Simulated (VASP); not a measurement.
# GaP (F-43m) in VASP: settings compared

Aim: see how the results for GaP move with the level of theory and the settings. Levels: revPBE, BLYP+D3(BJ). Tasks: single point.

All numbers are computed with VASP 6.6.1; they aren't measurements. Logs are shortened: lines on timing, memory, paths and dates and some standing lists are left out, and cuts for length are marked.

**1. The cell of the first run**

It takes space group F-43m (No. 216, cubic). Conventional cell: a = 5.339 Å, b = 5.339 Å, c = 5.339 Å, α = 90.00°, β = 90.00°, γ = 90.00°. Within 3.1 Å of Ga (site symmetry -43m) lie 4 P at 2.31 Å. P (site symmetry -43m) has 4 Ga at 2.31 Å within 3.1 Å.

**2. Single point, revPBE**

Contents of INCAR:

```
ALGO = Normal
EDIFF = 1E-6
ENCUT = 520
GGA = RE
ISIF = 2
ISMEAR = -1
LASPH = True
LCHARG = False
LREAL = False
LWAVE = False
NBANDS = 16
NELM = 100
PREC = Accurate
SIGMA = 0.05
```

Contents of KPOINTS:

```
k-points
0
Gamma
  8 8 8
```

Contents of POSCAR:

```
GaP
1.0
    0.0000000000      2.6696170428      2.6696170428
    2.6696170428      0.0000000000      2.6696170428
    2.6696170428      2.6696170428      0.0000000000
Ga P
1 1
Direct
    0.0000000000      0.0000000000      0.0000000000
    0.7500000000      0.7500000000      0.7500000000
```

Potentials or basis: VASP PAW PBE potentials, release 64 (Ga_d, P).

Command:

```console
cat potpaw_PBE.64/Ga_d/POTCAR potpaw_PBE.64/P/POTCAR > POTCAR
mpirun -np 1 vasp_std > vasp.out
```

OUTCAR:

```text
EDIFF = 1E-6
   ENCUT = 520
   GGA = RE
   ISIF = 2
   ISMEAR = -1
   LASPH = True
   LREAL = False
   NELM = 100
   PREC = Accurate

 ion  position               nearest neighbor table
   1  0.000  0.000  0.000-   2 2.31   2 2.31   2 2.31   2 2.31
   2  0.750  0.750  0.750-   1 2.31   1 2.31   1 2.31   1 2.31

  LATTYP: Found a face centered cubic cell.
 ALAT       =     5.3392340856

  Lattice vectors:

 A1 = (   0.0000000000,   2.6696170428,   2.6696170428)
 A2 = (   2.6696170428,   0.0000000000,   2.6696170428)
 A3 = (   2.6696170428,   2.6696170428,   0.0000000000)

Analysis of symmetry for initial positions (statically):
[... 5 lines left out ...]
 face centered cubic supercell.

 Subroutine GETGRP returns: Found 24 space group operations
 (whereof 24 operations were pure point group operations)
 out of a pool of 48 trial point group operations.

The static configuration has the point symmetry T_d .

Analysis of symmetry for dynamics (positions and initial velocities):
[... 5 lines left out ...]
 face centered cubic supercell.

 Subroutine GETGRP returns: Found 24 space group operations
 (whereof 24 operations were pure point group operations)
 out of a pool of 48 trial point group operations.

The dynamic configuration has the point symmetry T_d .

 Subroutine INISYM returns: Found 24 space group operations
 (whereof 24 operations are pure point group operations),
 and found     1 'primitive' translations

----------------------------------------------------------------------------------------

                                     Primitive cell

  volume of cell :      38.0519

  direct lattice vectors                    reciprocal lattice vectors
     0.000000000  2.669617043  2.669617043    -0.187292781  0.187292781  0.187292781
     2.669617043  0.000000000  2.669617043     0.187292781 -0.187292781  0.187292781
     2.669617043  2.669617043  0.000000000     0.187292781  0.187292781 -0.187292781

  length of vectors
     3.775408628  3.775408628  3.775408628     0.324400612  0.324400612  0.324400612

  position of ions in fractional coordinates (direct lattice)
     0.000000000  0.000000000  0.000000000
     0.750000000  0.750000000  0.750000000

  ion indices of the primitive-cell ions
   primitive index   ion index
                 1           1
                 2           2

----------------------------------------------------------------------------------------

 KPOINTS: k-points

Automatic generation of k-mesh.
 Grid dimensions read from file:
 generate k-points for:    8    8    8

 Generating k-lattice:

  Cartesian coordinates                     Fractional coordinates (reciprocal lattice)
    -0.023411598  0.023411598  0.023411598     0.125000000  0.000000000  0.000000000
     0.023411598 -0.023411598  0.023411598     0.000000000  0.125000000  0.000000000
     0.023411598  0.023411598 -0.023411598     0.000000000  0.000000000  0.125000000

  Length of vectors
     0.040550077  0.040550077  0.040550077

  Shift w.r.t. Gamma in fractional coordinates (k-lattice)
     0.000000000  0.000000000  0.000000000

 Subroutine IBZKPT returns following result:
 ===========================================

 Found     29 irreducible k-points:

 Following reciprocal coordinates:
            Coordinates               Weight
  0.000000  0.000000  0.000000      1.000000
  0.125000  0.000000  0.000000      8.000000
  0.250000  0.000000  0.000000      8.000000
  0.375000  0.000000  0.000000      8.000000
  0.500000  0.000000  0.000000      4.000000
  0.125000  0.125000  0.000000      6.000000
[... 16 lines left out ...]
  0.500000  0.250000  0.125000     48.000000
 -0.375000  0.250000  0.125000     24.000000
 [... further k-points ...]
   k-points           NKPTS =     29   k-points in BZ     NKDIM =     29   number of bands    NBANDS=     16
   number of dos      NEDOS =    301   number of ions     NIONS =      2
   total plane-waves  NPLWV =  21952
   dimension x,y,z NGX =    28 NGY =   28 NGZ =   28
   dimension x,y,z NGXF=    56 NGYF=   56 NGZF=   56
   ions per type =               1   1
   NGX,Y,Z   is equivalent  to a cutoff of  12.33, 12.33, 12.33 a.u.
   NGXF,Y,Z  is equivalent  to a cutoff of  24.66, 24.66, 24.66 a.u.
 SYSTEM =  unknown system
   PREC   = accura    normal or accurate (medium, high low for compatibility)
   ISTART =      0    job   : 0-new  1-cont  2-samecut
   ICHARG =      2    charge: 1-file 2-atom 10-const
   ISPIN  =      1    spin polarized calculation?
   LNONCOLLINEAR =      F non collinear calculations
   LSORBIT =      F    spin-orbit coupling
   LASPH  =      T    aspherical Exc in radial PAW
   ENCUT  =  520.0 eV  38.22 Ry    6.18 a.u.   7.02  7.02  7.02*2*pi/ulx,y,z
   NELM   =    100;   NELMIN=  2; NELMDL= -5     # of ELM steps
   EDIFF  = 0.1E-05   stopping-criterion for ELM
   LREAL  =      F    real-space projection
   EDIFFG = 0.1E-04   stopping-criterion for IOM
   NSW    =      0    number of steps for IOM
   IBRION =     -1    ionic relax: 0-MD 1-quasi-New 2-CG
   NFREE  =      0    steps in history (QN), initial steepest desc. (CG)
   ISIF   =      2    stress and relaxation
   ISYM   =      2    0-nonsym 1-usesym 2-fastsym
   POTIM  = 0.5000    time-step for ionic-motion
   TEBEG  =    0.0;   TEEND  =   0.0 temperature during run
   PSTRESS=    0.0 pullay stress
   NELECT =      18.0000    total number of electrons
   NUPDOWN=      -1.0000    fix difference up-down
   EMIN   =  10.00;   EMAX   =-10.00  energy-range for DOS
   EFERMI =   0.00;   METHOD = LEGACY
   ISMEAR =    -1;   SIGMA  =   0.05  broadening in eV -4-tet -1-fermi 0-gaus
   EFERMI_NEDOS =   21; number of points for ismear=-14 and -15
   IALGO  =     38    algorithm
   IMIX   =      4    mixing-type and parameters
     AMIX     =   0.40;   BMIX     =  1.00
     AMIX_MAG =   1.60;   BMIX_MAG =  1.00
  volume/ion in A,a.u.               =      19.03       128.39
  Fermi-wavevector in a.u.,A,eV,Ry     =   1.275577  2.410491 22.137997  1.627097
  Thomas-Fermi vector in A             =   2.408281
   LORBIT       =      0    0 simple, 1 ext, 2 COOP (PROOUT), +10 PAW based schemes
   GGA     = RE    functional components
   LHFCALC =     F    Hartree Fock is set to
   AEXX    =    0.0000 exact exchange contribution
   IVDW    =     0    specifies the selected vdW correction
   LEPSILON=     F    determine dielectric tensor
   LRPA    =     F    only Hartree local field effects (RPA)
 non-spin polarized calculation
  energy-cutoff  :      520.00
  volume of cell :       38.05
 maximum number of plane-waves:      1036
   NGX = 13   NGY = 13   NGZ = 13

 number of electron      17.9999984 magnetization

 Free energy of the ion-electron system (eV)
  ---------------------------------------------------
  ext. energy  EPLUGINS =         0.00000000
  ---------------------------------------------------
  free energy    TOTEN  =        -8.42403913 eV

  energy without entropy =       -8.42403912  energy(sigma->0) =       -8.42403912

 E-fermi :   6.1401     XC(G=0): -10.0022

 val. band max:        5.3728628857   @ k =   0.0000   0.0000   0.0000
 cond. band min:       6.9548915821   @ k =   0.5000   0.5000   0.0000
 fundamental gap:      1.5820286964
 Fermi energy:         6.1400548935

 k-point     1 :       0.0000    0.0000    0.0000
  band No.  band energies     occupation
      1      -9.2891      2.00000
      2      -9.2891      2.00000
      3      -9.2891      2.00000
      4      -9.1690      2.00000
      5      -9.1690      2.00000
      6      -7.5815      2.00000
[... 8 lines left out ...]
     15      15.2089      0.00000
     16      15.2089      0.00000

 k-point     2 :       0.1250    0.0000    0.0000
  band No.  band energies     occupation
      1      -9.3080      2.00000
      2      -9.2834      2.00000
      3      -9.2834      2.00000
      4      -9.1690      2.00000
      5      -9.1690      2.00000
      6      -7.3614      2.00000
[... 8 lines left out ...]
     15      14.5723      0.00000
     16      15.5060      0.00000

 k-point     3 :       0.2500    0.0000    0.0000
  band No.  band energies     occupation
      1      -9.3474      2.00000
      2      -9.2712      2.00000
      3      -9.2712      2.00000
      4      -9.1674      2.00000
      5      -9.1674      2.00000
      6      -6.7392      2.00000
[... 8 lines left out ...]
     15      14.4031      0.00000
     16      15.5903      0.00000

 k-point     4 :       0.3750    0.0000    0.0000
  band No.  band energies     occupation
      1      -9.3812      2.00000
      2      -9.2620      2.00000
      3      -9.2620      2.00000
      4      -9.1628      2.00000
      5      -9.1628      2.00000
      6      -5.8630      2.00000
[... 8 lines left out ...]
     15      15.6860      0.00000
     16      15.6860      0.00000

 k-point     5 :       0.5000    0.0000    0.0000
  band No.  band energies     occupation
      1      -9.3941      2.00000
      2      -9.2591      2.00000
      3      -9.2591      2.00000
      4      -9.1598      2.00000
      5      -9.1598      2.00000
      6      -5.3103      2.00000
[... 8 lines left out ...]
     15      17.2334      0.00000
     16      17.2334      0.00000

 k-point     6 :       0.1250    0.1250    0.0000
  band No.  band energies     occupation
      1      -9.3189      2.00000
      2      -9.2780      2.00000
      3      -9.2780      2.00000
      4      -9.1742      2.00000
      5      -9.1650      2.00000
      6      -7.2889      2.00000
[... 8 lines left out ...]
     15      15.4594      0.00000
     16      15.8998      0.00000
[... 267 lines left out ...]
 k-point    21 :       0.5000    0.5000    0.0000
  band No.  band energies     occupation
      1      -9.4334      2.00000
      2      -9.2149      2.00000
      3      -9.2092      2.00000
      4      -9.2092      2.00000
      5      -9.1422      2.00000
      6      -4.3306      2.00000
[... 8 lines left out ...]
     15      17.8582      0.00000
     16      18.6696      0.00000

 k-point    22 :       0.3750    0.2500    0.1250
  band No.  band energies     occupation
      1      -9.3748      2.00000
      2      -9.2567      2.00000
      3      -9.2518      2.00000
      4      -9.1829      2.00000
      5      -9.1579      2.00000
      6      -6.2126      2.00000
[... 8 lines left out ...]
     15      16.7601      0.00000
     16      18.2902      0.00000

 k-point    23 :       0.5000    0.2500    0.1250
  band No.  band energies     occupation
      1      -9.3934      2.00000
      2      -9.2522      2.00000
      3      -9.2407      2.00000
      4      -9.1802      2.00000
      5      -9.1580      2.00000
      6      -5.3850      2.00000
[... 8 lines left out ...]
     15      17.3070      0.00000
     16      18.5194      0.00000

 k-point    24 :      -0.3750    0.2500    0.1250
  band No.  band energies     occupation
      1      -9.4002      2.00000
      2      -9.2516      2.00000
      3      -9.2369      2.00000
      4      -9.1756      2.00000
      5      -9.1600      2.00000
      6      -4.8700      2.00000
[... 8 lines left out ...]
     15      17.6330      0.00000
     16      18.2868      0.00000

 [... further k-points ...]
[... 5 lines left out ...]
  --------------------------------------------------------------------------------------
  -------------------------------------------------------------------------------------
  Total        2.4213877      2.4213877      2.4213877      0.0000000      0.0000000      0.0000000
  in kB      101.9525309    101.9525309    101.9525309      0.0000000      0.0000000      0.0000000
  external PRESSURE =     101.9525309 kB  Pullay stress =       0.0000000 kB

 VOLUME and BASIS-vectors are now :
 -----------------------------------------------------------------------------
  energy-cutoff  :      520.00
  volume of cell :       38.05
      direct lattice vectors                 reciprocal lattice vectors
     0.000000000  2.669617043  2.669617043    -0.187292781  0.187292781  0.187292781
     2.669617043  0.000000000  2.669617043     0.187292781 -0.187292781  0.187292781
     2.669617043  2.669617043  0.000000000     0.187292781  0.187292781 -0.187292781

 POSITION                                       TOTAL-FORCE (eV/Angst)
 -----------------------------------------------------------------------------------
      0.00000      0.00000      0.00000        -0.000000     -0.000000     -0.000000
      4.00443      4.00443      4.00443         0.000000      0.000000      0.000000
 -----------------------------------------------------------------------------------
    total drift:                               -0.000001     -0.000001     -0.000001

  FREE ENERGIE OF THE ION-ELECTRON SYSTEM (eV)
  ---------------------------------------------------
  free  energy   TOTEN  =        -8.4240391268 eV

  energy  without entropy=       -8.4240391222  energy(sigma->0) =       -8.42403912
```

Run time: 21 s. Hardware: 1 thread of Intel Xeon 8259CL, shared host; peak memory 0.16 GiB.

What came out:

```yaml
Free_energy: -8.4240 eV
Pressure: 10.2 GPa
Band_gap_on_the_k_mesh: 1.58 eV, indirect (least direct gap 2.45 eV)
```

Caveat: the PAW data sets were made with another functional, which shifts forces and pressure a little.

[end of part 1 of 2]
